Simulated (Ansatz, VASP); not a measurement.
Ba in VASP and in Ansatz

```xyz
1
Lattice="-2.3370 2.3370 2.3370 2.3370 -2.3370 2.3370 2.3370 2.3370 -2.3370" Properties=species:S:1:pos:R:3 pbc="T T T"
Ba    0.0000    0.0000    0.0000
```

Alike in both runs: task single point; functional PBEsol; k mesh 15 × 15 × 15; occupations fermi-dirac, width 0.1 eV; no spin polarisation.

```csv
,VASP,Ansatz
version,VASP 6.6.1,Ansatz 0.2.0
potentials or method,"VASP PAW PBE potentials, release 64 (Ba_sv), cutoff 520 eV","plane waves (420 eV) with PAW, scalar-relativistic"
valence electrons in the cell,10,10
```

|  | VASP | Ansatz | Ansatz less VASP |
| --- | --- | --- | --- |
| pressure (GPa) | 1.6 | 1.4 | -0.16 |

VASP's potentials were made for PBE, not for PBEsol, and Ansatz warns of the same on its side. The functional is the same, so the differences come from potentials, cutoffs and numerics.

Neither program's run includes spin-orbit coupling.
